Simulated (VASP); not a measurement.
Be:

```
Be
1.0
    -3.13535    3.13535    3.13535
     3.13535   -3.13535    3.13535
     3.13535    3.13535   -3.13535
Be
6
Direct
  0.62500 0.25000 0.87500
  0.87500 0.62500 0.25000
  0.75000 0.62500 0.87500
  0.25000 0.87500 0.62500
  0.87500 0.75000 0.62500
  0.62500 0.87500 0.75000
```

| Quantity | Value |
| --- | --- |
| Program | VASP 6.6.1 |
| Task | relaxation of cell and atoms |
| Functional | PBE |
| Potentials or basis | VASP PAW PBE potentials, release 64 (Be) |
| Cutoff | 600 eV |
| k mesh | 4 × 4 × 4 |
| Occupations | gaussian, width 0.1 eV |
| Spin | no spin polarisation |

At the start: pressure 8.1 GPa; volume 20.55 Å³/atom.

Q: How do energy, volume and symmetry change on relaxing?

A: Over 4 steps the energy falls by 105.2 meV/atom and the volume is 25.42 Å³/atom (+23.7 %); space group I4_132 (No. 214, to 0.05 Å).

The path:
```csv
step,energy change (eV),largest force (eV/Å),pressure (GPa),volume (Å³)
1,0.0000,0.0000,8.12,123.29
2,-0.5762,0.0000,1.94,142.81
3,-0.6270,0.0000,-0.48,155.24
4,-0.6314,0.0000,-0.03,152.54
```

Final structure:
```
CELL_PARAMETERS angstrom
-3.36594 3.36594 3.36594
3.36594 -3.36594 3.36594
3.36594 3.36594 -3.36594
ATOMIC_POSITIONS crystal
Be 0.62500 0.25000 0.87500
Be 0.87500 0.62500 0.25000
Be 0.75000 0.62500 0.87500
Be 0.25000 0.87500 0.62500
Be 0.87500 0.75000 0.62500
Be 0.62500 0.87500 0.75000
```

Caveat: the volume moved by over 15 % at a fixed basis, so the end points are rough.
